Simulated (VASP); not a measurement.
A run of VASP 6.6.1 is set up as follows.

The input INCAR:

```
PREC     = Accurate       # precision mode
ENCUT    = 520            # plane-wave cutoff, eV
EDIFF    = 1E-7           # SCF threshold, eV
ISMEAR   = 0              # smearing method
SIGMA    = 0.1            # smearing width, eV
LREAL    = F              # projectors in reciprocal space
LASPH    = T              # aspherical terms in the spheres
NELM     = 80             # most SCF steps
ALGO     = Normal         # electronic algorithm
ISIF     = 2              # what is computed and relaxed
LWAVE    = F              # write WAVECAR
LCHARG   = T              # write CHGCAR
LDIPOL   = T            
IDIPOL   = 3            
DIPOL    = 0.5 0.5 0.500
GGA      = PE             # functional
IVDW     = 12             # dispersion correction
LELF     = T              # ELF
LVHAR    = T            
LVACPOTAV= T            
NBANDS   = 28             # bands
```

KPOINTS

```
regular mesh
0
Gamma
  12 12 1
```

Contents of POSCAR:

```
Pt
1.0
    2.7779442297      0.0000000000      0.0000000000
   -1.3889721148      2.4057702732      0.0000000000
    0.0000000000      0.0000000000     23.8045458966
Pt
4
Direct
    0.6666666667      0.3333333333      0.3570746544
    0.3333333333      0.6666666667      0.4523582181
    0.0000000000      0.0000000000      0.5470055036
    0.6666666667      0.3333333333      0.6433810915
```

Potentials or basis: VASP PAW PBE potentials, release 64 (Pt).

Command:

```console
$ cat potpaw_PBE.64/Pt/POTCAR > POTCAR
$ mpirun -np 1 vasp_std > vasp.out
```

(1) Estimate the dispersion energy per atom.

(2) What does it give for the band gap on the k mesh?

(3) What does it give for the largest force?

Answers

(1) -0.576 eV.

(2) zero (bands 20 and 21 overlap by 1.45 eV).

(3) 0.187 eV/Å.

Caveat: spin-orbit coupling is left out, which moves the levels of the heavy elements.
